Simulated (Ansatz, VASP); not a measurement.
**TaN: VASP beside Ansatz**

INCAR

```
SYSTEM = TaN
  ALGO = Normal
  EDIFF = 1E-6
  ENCUT = 520
  GGA = PE
  ISIF = 2
  ISMEAR = 0
  LASPH = .True.
  LCHARG = .True.
  LELF = .True.
  LREAL = .False.
  LVHAR = .True.
  LWAVE = .False.
  NBANDS = 24
  NELM = 100
  PREC = Accurate
  SIGMA = 0.15
```

Contents of KPOINTS:

```
k-points
0
Gamma
  18 18 8
  0 0 0
```

POSCAR

```
TaN
1.0
    3.0611629597      0.0000000000      0.0000000000
   -1.5305814799      2.6510448882      0.0000000000
    0.0000000000      0.0000000000      5.6934569887
Ta N
2 2
Direct
    0.3333333333      0.6666666667      0.0304880884
    0.6666666667      0.3333333333      0.5304880884
    0.3333333333      0.6666666667      0.3545119116
    0.6666666667      0.3333333333      0.8545119116
```

Input for Ansatz:

```yaml
crystal:
  lattice:
    - [3.0611629597, 0.0, 0.0]
    - [-1.5305814799, 2.6510448882, 0.0]
    - [0.0, 0.0, 5.6934569887]
  atoms:
    - { symbol: Ta, position: [0.3333333333, 0.6666666667, 0.0304880884] }
    - { symbol: Ta, position: [0.6666666667, 0.3333333333, 0.5304880884] }
    - { symbol: "N", position: [0.3333333333, 0.6666666667, 0.3545119116] }
    - { symbol: "N", position: [0.6666666667, 0.3333333333, 0.8545119116] }
basis:
  ecutwfc: 520.0
kpoints:
  mp_grid: { grid: [18, 18, 8] }
hamiltonian:
  xc: pbe
  pseudopotentials: { kind: paw, azcp: { folder: soft_1 } }
scf:
  occupations: { method: gaussian, width: 0.15 }
output:
  forces: true
  stress: true
  eigenvalues: true
```

Alike in both runs: task single point; functional PBE; k mesh 18 × 18 × 8; occupations gaussian, width 0.15 eV; no spin polarisation.

|  | VASP | Ansatz |
| --- | --- | --- |
| version | VASP 6.6.1 | Ansatz 0.2.0 |
| potentials or method | VASP PAW PBE potentials, release 64 (Ta_pv, N), cutoff 520 eV | scalar-relativistic, plane waves, PAW |
| valence electrons in the cell | 32 | 36 |

```csv
,VASP,Ansatz,Ansatz less VASP
gap on the k mesh at the Fermi level (eV),none,none,-
rms of the force components (eV/Å),0.988,0.942,-0.0453
```

Atom by atom the forces differ by 0.045 eV/Å (rms over components). A gap of «none» marks a metal or a gap that the smearing closes. VASP's potentials hold 32 valence electrons a cell and Ansatz's 36, so a difference there can come from the potentials and not from the codes.

Neither program's run includes spin-orbit coupling.
